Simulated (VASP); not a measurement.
Wanted: the native input for a VASP 6.6.1 run.

* Task: single point
* Functional: PBEsol
* Potentials or basis: VASP PAW PBE potentials, release 64 (Ti_sv, Al)
* Cutoff: 520 eV
* k mesh: 18 × 18 × 10
* Occupations: gaussian, width 0.15 eV
* Spin: no spin polarisation
* Dipole correction: no
* Further INCAR settings: ALGO = Fast; EDIFF = 1e-07; NBANDS = 14

The structure of TiAl lies in POSCAR:

```
TiAl
1.0
    2.7621000000      0.0000000000      0.0000000000
   -1.3810500000      2.3920487678      0.0000000000
    0.0000000000      0.0000000000      4.2497000000
Ti Al
1 1
Direct
    0.0000000000      0.0000000000      0.0000000000
    0.3333333333      0.6666666667      0.5000000000
```

The input as run:

INCAR

```
SYSTEM = TiAl
PREC = Accurate
ENCUT = 520
EDIFF = 1E-7
ISMEAR = 0
SIGMA = 0.15
LREAL = .FALSE.
LASPH = .TRUE.
NELM = 80
ALGO = Fast
ISIF = 2
LWAVE = .FALSE.
LCHARG = .FALSE.
GGA = PS
NBANDS = 14
```

KPOINTS

```
Automatic mesh
0
G
  18 18 10
  0 0 0
```

Potentials or basis: VASP PAW PBE potentials, release 64 (Ti_sv, Al).

Launch:

```bash
$ cat potpaw_PBE.64/Ti_sv/POTCAR potpaw_PBE.64/Al/POTCAR > POTCAR
$ mpirun -np 1 vasp_std > vasp.out
```

Results of the run:

| Item | Value |
| --- | --- |
| Pressure | 22.8 GPa |

Caveat: the PAW data sets were made with another functional, which shifts forces and pressure a little.

Run time: 2.4 min on 1 thread of Intel(R) Xeon(R) Platinum 8488C (Sapphire Rapids), on a shared host, peak memory 0.22 GiB.
